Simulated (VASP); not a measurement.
# ZnO (I4/mmm) in VASP: single point with LDA

Aim: the single point of ZnO with LDA.

Everything below comes from runs of VASP 6.6.1. Logs are shortened: lines on timing, memory, paths and dates and some standing lists are left out, and cuts for length are marked.

## Step 1: The cell of the first run

Symmetry: I4/mmm, No. 139, tetragonal system. The conventional cell has a = 2.991 Å, b = 2.991 Å, c = 4.339 Å, α = 90.00°, β = 90.00°, γ = 90.00°. Within 2.8 Å of Zn (site symmetry 4/mmm) lie 6 O at 2.12 to 2.17 Å. O (site symmetry 4/mmm) has 6 Zn at 2.12 to 2.17 Å within 2.8 Å.

## Step 2: Single point, LDA (strain -0.025 along x and y, +0.000 along z)

Contents of INCAR:

```
SYSTEM = ZnO
PREC = Accurate ; ENCUT = 1340
EDIFF = 1E-6 ; ISMEAR = 0
SIGMA = 0.05 ; LREAL = .False.
LASPH = .True. ; NELM = 120
ALGO = Normal ; ISIF = 2
LWAVE = .False. ; LCHARG = .False.
NBANDS = 16 ; GGA_COMPAT = .False.
```

Contents of KPOINTS:

```
regular mesh
0
Gamma
  12 12 12
  0 0 0
```

Contents of POSCAR:

```
ZnO
1.0
    0.0000000000      2.1152059500      2.1694420000
    2.1152059500      0.0000000000      2.1694420000
    2.1152059500      2.1152059500      0.0000000000
Zn O
1 1
Direct
    0.0000000000      0.0000000000      0.0000000000
    0.5000000000      0.5000000000      0.5000000000
```

Potentials or basis: VASP PAW LDA potentials, release 64 (Zn, O_h).

Launch:

```bash
$ cat potpaw_LDA.64/Zn/POTCAR potpaw_LDA.64/O_h/POTCAR > POTCAR
$ mpirun -np 1 vasp_std > vasp.out
```

OUTCAR:

```text
SYSTEM = ZnO
   PREC = Accurate
   ENCUT = 1340
   EDIFF = 1E-6
   ISMEAR = 0
   LREAL = .False.
   LASPH = .True.
   NELM = 120
   ISIF = 2

 ion  position               nearest neighbor table
   1  0.000  0.000  0.000-   2 2.12   2 2.12   2 2.12   2 2.12   2 2.17   2 2.17
   2  0.500  0.500  0.500-   1 2.12   1 2.12   1 2.12   1 2.12   1 2.17   1 2.17

  LATTYP: Found a body centered tetragonal cell.
 ALAT       =     2.9913529417
 C/A-ratio  =     1.4504754486

  Lattice vectors:

 A1 = (  -2.1152059500,   0.0000000000,   2.1694420000)
 A2 = (   2.1152059500,   0.0000000000,   2.1694420000)
 A3 = (   0.0000000000,   2.1152059500,  -2.1694420000)

Analysis of symmetry for initial positions (statically):
=====================================================================
 Subroutine PRICEL returns:
 Original cell was already a primitive cell.

 Routine SETGRP: Setting up the symmetry group for a
 body centered tetragonal supercell.

 Subroutine GETGRP returns: Found 16 space group operations
 (whereof 16 operations were pure point group operations)
 out of a pool of 16 trial point group operations.

The static configuration has the point symmetry D_4h.

Analysis of symmetry for dynamics (positions and initial velocities):
=====================================================================
 Subroutine PRICEL returns:
 Original cell was already a primitive cell.

 Routine SETGRP: Setting up the symmetry group for a
 body centered tetragonal supercell.

 Subroutine GETGRP returns: Found 16 space group operations
 (whereof 16 operations were pure point group operations)
 out of a pool of 16 trial point group operations.

The dynamic configuration has the point symmetry D_4h.

 Subroutine INISYM returns: Found 16 space group operations
 (whereof 16 operations are pure point group operations),
 and found     1 'primitive' translations

----------------------------------------------------------------------------------------

                                     Primitive cell

  volume of cell :      19.4126

  direct lattice vectors                    reciprocal lattice vectors
     0.000000000  2.115205950  2.169442000    -0.236383601  0.236383601  0.230474011
     2.115205950  0.000000000  2.169442000     0.236383601 -0.236383601  0.230474011
     2.115205950  2.115205950  0.000000000     0.236383601  0.236383601 -0.230474011

  length of vectors
     3.029946337  3.029946337  2.991352942     0.406045175  0.406045175  0.406045175

  position of ions in fractional coordinates (direct lattice)
     0.000000000  0.000000000  0.000000000
     0.500000000  0.500000000  0.500000000

  ion indices of the primitive-cell ions
   primitive index   ion index
                 1           1
                 2           2

----------------------------------------------------------------------------------------

 KPOINTS: regular mesh

Automatic generation of k-mesh.
 Grid dimensions read from file:
 generate k-points for:   12   12   12

 Generating k-lattice:

  Cartesian coordinates                     Fractional coordinates (reciprocal lattice)
    -0.019698633  0.019698633  0.019206168     0.083333333  0.000000000  0.000000000
     0.019698633 -0.019698633  0.019206168     0.000000000  0.083333333  0.000000000
     0.019698633  0.019698633 -0.019206168    -0.000000000 -0.000000000  0.083333333

  Length of vectors
     0.033837098  0.033837098  0.033837098

  Shift w.r.t. Gamma in fractional coordinates (k-lattice)
     0.000000000  0.000000000  0.000000000

 Subroutine IBZKPT returns following result:
 ===========================================

 Found    163 irreducible k-points:

 Following reciprocal coordinates:
            Coordinates               Weight
  0.000000  0.000000  0.000000      1.000000
  0.083333 -0.000000  0.000000      8.000000
  0.166667 -0.000000  0.000000      8.000000
  0.250000  0.000000  0.000000      8.000000
  0.333333 -0.000000  0.000000      8.000000
  0.416667  0.000000  0.000000      8.000000
[... 16 lines left out ...]
  0.500000  0.166667  0.000000      8.000000
 -0.416667  0.166667  0.000000      8.000000
 [... further k-points ...]
   k-points           NKPTS =    163   k-points in BZ     NKDIM =    163   number of bands    NBANDS=     16
   number of dos      NEDOS =    301   number of ions     NIONS =      2
   total plane-waves  NPLWV =  46656
   dimension x,y,z NGX =    36 NGY =   36 NGZ =   36
   dimension x,y,z NGXF=    72 NGYF=   72 NGZF=   72
   ions per type =               1   1
   NGX,Y,Z   is equivalent  to a cutoff of  19.75, 19.75, 20.01 a.u.
   NGXF,Y,Z  is equivalent  to a cutoff of  39.50, 39.50, 40.01 a.u.
 SYSTEM =  ZnO
   PREC   = accura    normal or accurate (medium, high low for compatibility)
   ISTART =      0    job   : 0-new  1-cont  2-samecut
   ICHARG =      2    charge: 1-file 2-atom 10-const
   ISPIN  =      1    spin polarized calculation?
   LNONCOLLINEAR =      F non collinear calculations
   LSORBIT =      F    spin-orbit coupling
   LASPH  =      T    aspherical Exc in radial PAW
   ENCUT  = 1340.0 eV  98.49 Ry    9.92 a.u.   9.04  9.04  8.93*2*pi/ulx,y,z
   NELM   =    120;   NELMIN=  2; NELMDL= -5     # of ELM steps
   EDIFF  = 0.1E-05   stopping-criterion for ELM
   LREAL  =      F    real-space projection
   EDIFFG = 0.1E-04   stopping-criterion for IOM
   NSW    =      0    number of steps for IOM
   IBRION =     -1    ionic relax: 0-MD 1-quasi-New 2-CG
   NFREE  =      0    steps in history (QN), initial steepest desc. (CG)
   ISIF   =      2    stress and relaxation
   ISYM   =      2    0-nonsym 1-usesym 2-fastsym
   POTIM  = 0.5000    time-step for ionic-motion
   TEBEG  =    0.0;   TEEND  =   0.0 temperature during run
   PSTRESS=    0.0 pullay stress
   NELECT =      18.0000    total number of electrons
   NUPDOWN=      -1.0000    fix difference up-down
   EMIN   =  10.00;   EMAX   =-10.00  energy-range for DOS
   EFERMI =   0.00;   METHOD = LEGACY
   ISMEAR =     0;   SIGMA  =   0.05  broadening in eV -4-tet -1-fermi 0-gaus
   EFERMI_NEDOS =   21; number of points for ismear=-14 and -15
   IALGO  =     38    algorithm
   IMIX   =      4    mixing-type and parameters
     AMIX     =   0.40;   BMIX     =  1.00
     AMIX_MAG =   1.60;   BMIX_MAG =  1.00
  volume/ion in A,a.u.               =       9.71        65.50
  Fermi-wavevector in a.u.,A,eV,Ry     =   1.596386  3.016732 34.673739  2.548448
  Thomas-Fermi vector in A             =   2.694157
   LORBIT       =      0    0 simple, 1 ext, 2 COOP (PROOUT), +10 PAW based schemes
   GGA     = CA    functional components
   LHFCALC =     F    Hartree Fock is set to
   AEXX    =    0.0000 exact exchange contribution
   IVDW    =     0    specifies the selected vdW correction
   LEPSILON=     F    determine dielectric tensor
   LRPA    =     F    only Hartree local field effects (RPA)
 non-spin polarized calculation
 Gauss-broadening in eV      SIGMA  =   0.05
  energy-cutoff  :     1340.00
  volume of cell :       19.41
 maximum number of plane-waves:      2192
   NGX = 19   NGY = 19   NGZ = 17

 number of electron      17.9999999 magnetization

 Free energy of the ion-electron system (eV)
  ---------------------------------------------------
  ext. energy  EPLUGINS =         0.00000000
  ---------------------------------------------------
  free energy    TOTEN  =       -10.35904664 eV

  energy without entropy =      -10.35904664  energy(sigma->0) =      -10.35904664

 E-fermi :   3.2590     XC(G=0): -12.8522

 val. band max:        3.0366908069   @ k =   0.5000   0.0000   0.0000
 cond. band min:       3.8904649629   @ k =   0.0000   0.0000   0.0000
 fundamental gap:      0.8537741560
 Fermi energy:         3.2589938176

 k-point     1 :       0.0000    0.0000    0.0000
  band No.  band energies     occupation
      1     -15.4698      2.00000
      2      -2.0503      2.00000
      3      -2.0094      2.00000
      4      -2.0094      2.00000
      5      -1.8291      2.00000
      6      -1.7764      2.00000
[... 8 lines left out ...]
     15      21.6092      0.00000
     16      22.4868      0.00000

 k-point     2 :       0.0833   -0.0000    0.0000
  band No.  band energies     occupation
      1     -15.3878      2.00000
      2      -2.0849      2.00000
      3      -2.0349      2.00000
      4      -2.0095      2.00000
      5      -1.8928      2.00000
      6      -1.8605      2.00000
[... 8 lines left out ...]
     15      22.2647      0.00000
     16      22.4827      0.00000

 k-point     3 :       0.1667   -0.0000    0.0000
  band No.  band energies     occupation
      1     -15.1542      2.00000
      2      -2.3234      2.00000
      3      -2.2148      2.00000
      4      -2.1910      2.00000
      5      -1.8825      2.00000
      6      -1.8758      2.00000
[... 8 lines left out ...]
     15      22.8597      0.00000
     16      22.9491      0.00000

 k-point     4 :       0.2500    0.0000    0.0000
  band No.  band energies     occupation
      1     -14.8095      2.00000
      2      -2.9238      2.00000
      3      -2.4933      2.00000
      4      -2.4915      2.00000
      5      -1.7895      2.00000
      6      -1.7846      2.00000
[... 8 lines left out ...]
     15      23.8807      0.00000
     16      23.9161      0.00000

 k-point     5 :       0.3333   -0.0000    0.0000
  band No.  band energies     occupation
      1     -14.4272      2.00000
      2      -3.7269      2.00000
      3      -2.7580      2.00000
      4      -2.7445      2.00000
      5      -1.6947      2.00000
      6      -1.6773      2.00000
[... 8 lines left out ...]
     15      25.2184      0.00000
     16      25.2436      0.00000

 k-point     6 :       0.4167    0.0000    0.0000
  band No.  band energies     occupation
      1     -14.1165      2.00000
      2      -4.3665      2.00000
      3      -2.9353      2.00000
      4      -2.9134      2.00000
      5      -1.6235      2.00000
      6      -1.5964      2.00000
[... 8 lines left out ...]
     15      26.6433      0.00000
     16      26.7300      0.00000

 k-point     7 :       0.5000    0.0000    0.0000
  band No.  band energies     occupation
      1     -13.9947      2.00000
      2      -4.6073      2.00000
      3      -2.9971      2.00000
      4      -2.9725      2.00000
      5      -1.5972      2.00000
      6      -1.5663      2.00000
[... 8 lines left out ...]
     15      27.4206      0.00000
     16      27.6169      0.00000

 k-point     8 :       0.0833    0.0833    0.0000
  band No.  band energies     occupation
      1     -15.3672      2.00000
      2      -2.0784      2.00000
      3      -2.0587      2.00000
      4      -2.0061      2.00000
      5      -2.0061      2.00000
      6      -1.7638      2.00000
[... 8 lines left out ...]
     15      23.5921      0.00000
     16      24.0263      0.00000

 k-point     9 :       0.1667    0.0833    0.0000
  band No.  band energies     occupation
      1     -15.1920      2.00000
      2      -2.3573      2.00000
      3      -2.1649      2.00000
      4      -2.0496      2.00000
      5      -1.9639      2.00000
      6      -1.7863      2.00000
[... 8 lines left out ...]
     15      23.5965      0.00000
     16      24.7383      0.00000
[... 172 lines left out ...]
 k-point    19 :       0.1667    0.1667    0.0000
  band No.  band energies     occupation
      1     -15.0845      2.00000
      2      -2.6112      2.00000
      3      -2.1550      2.00000
      4      -1.9811      2.00000
      5      -1.9811      2.00000
      6      -1.7294      2.00000
[... 8 lines left out ...]
     15      26.6228      0.00000
     16      26.6335      0.00000

 k-point    20 :       0.2500    0.1667    0.0000
  band No.  band energies     occupation
      1     -14.8506      2.00000
      2      -2.9319      2.00000
      3      -2.2660      2.00000
      4      -2.0506      2.00000
      5      -1.9313      2.00000
      6      -1.7006      2.00000
[... 8 lines left out ...]
     15      26.5178      0.00000
     16      27.3115      0.00000

 k-point    21 :       0.3333    0.1667    0.0000
  band No.  band energies     occupation
      1     -14.5365      2.00000
      2      -3.2908      2.00000
      3      -2.5153      2.00000
      4      -2.2859      2.00000
      5      -1.8485      2.00000
      6      -1.6341      2.00000
[... 8 lines left out ...]
     15      26.4611      0.00000
     16      27.7762      0.00000

 k-point    22 :       0.4167    0.1667    0.0000
  band No.  band energies     occupation
      1     -14.2167      2.00000
      2      -3.7036      2.00000
      3      -2.7906      2.00000
      4      -2.5566      2.00000
      5      -1.7460      2.00000
      6      -1.5803      2.00000
[... 8 lines left out ...]
     15      26.5112      0.00000
     16      28.4171      0.00000

 k-point    23 :       0.5000    0.1667    0.0000
  band No.  band energies     occupation
      1     -13.9876      2.00000
      2      -4.0691      2.00000
      3      -2.9232      2.00000
      4      -2.7738      2.00000
      5      -1.6458      2.00000
      6      -1.5693      2.00000
[... 8 lines left out ...]
     15      26.3115      0.00000
     16      28.2504      0.00000

 k-point    24 :      -0.4167    0.1667    0.0000
  band No.  band energies     occupation
      1     -13.9341      2.00000
      2      -4.2007      2.00000
      3      -2.8994      2.00000
      4      -2.8962      2.00000
      5      -1.6068      2.00000
      6      -1.5766      2.00000
[... 8 lines left out ...]
     15      25.7740      0.00000
     16      26.7114      0.00000

 [... further k-points ...]
[... 5 lines left out ...]
  --------------------------------------------------------------------------------------
  -------------------------------------------------------------------------------------
  Total       -0.6269580     -0.6269580     -0.8900440      0.0000000     -0.0000000      0.0000000
  in kB      -51.7446792    -51.7446792    -73.4579300      0.0000000     -0.0000000      0.0000000
  external PRESSURE =     -58.9824295 kB  Pullay stress =       0.0000000 kB

 VOLUME and BASIS-vectors are now :
 -----------------------------------------------------------------------------
  energy-cutoff  :     1340.00
  volume of cell :       19.41
      direct lattice vectors                 reciprocal lattice vectors
     0.000000000  2.115205950  2.169442000    -0.236383601  0.236383601  0.230474011
     2.115205950  0.000000000  2.169442000     0.236383601 -0.236383601  0.230474011
     2.115205950  2.115205950  0.000000000     0.236383601  0.236383601 -0.230474011

 POSITION                                       TOTAL-FORCE (eV/Angst)
 -----------------------------------------------------------------------------------
      0.00000      0.00000      0.00000        -0.000000      0.000000      0.000000
      2.11521      2.11521      2.16944         0.000000     -0.000000      0.000000
 -----------------------------------------------------------------------------------
    total drift:                                0.000000      0.000000      0.000000

  FREE ENERGIE OF THE ION-ELECTRON SYSTEM (eV)
  ---------------------------------------------------
  free  energy   TOTEN  =       -10.3590466386 eV

  energy  without entropy=      -10.3590466386  energy(sigma->0) =      -10.35904664
```

Wall time 74 s (1 thread of Intel Xeon 6975P-C (Granite Rapids), shared host); peak memory 0.32 GiB.

What came out:

| Quantity | Value |
| --- | --- |
| Free energy | -10.3590 eV |
| Pressure | -5.9 GPa |
| Band gap on the k mesh | 0.85 eV (least direct gap 2.24 eV) |

Levels at points of the mesh, in eV from the valence-band top:
```
           k point  band 7  band 8  band 9  band 10  band 11  band 12
(0.00, 0.00, 0.00)   -1.52   -1.52   -1.39     0.85    17.75    17.87
(0.50, 0.00, 0.00)   -3.78   -0.15    0.00     5.27     8.96    12.29
(0.50, 0.50, 0.00)   -4.18   -2.89   -2.89     4.01    10.28    11.31
(0.50, 0.00, 0.50)   -4.12   -3.11   -2.86     3.98    10.63    11.00
```

Caveat: the cell differs from its parent crystal (strain -0.025 along x and y, +0.000 along z); the cell stands under tension.
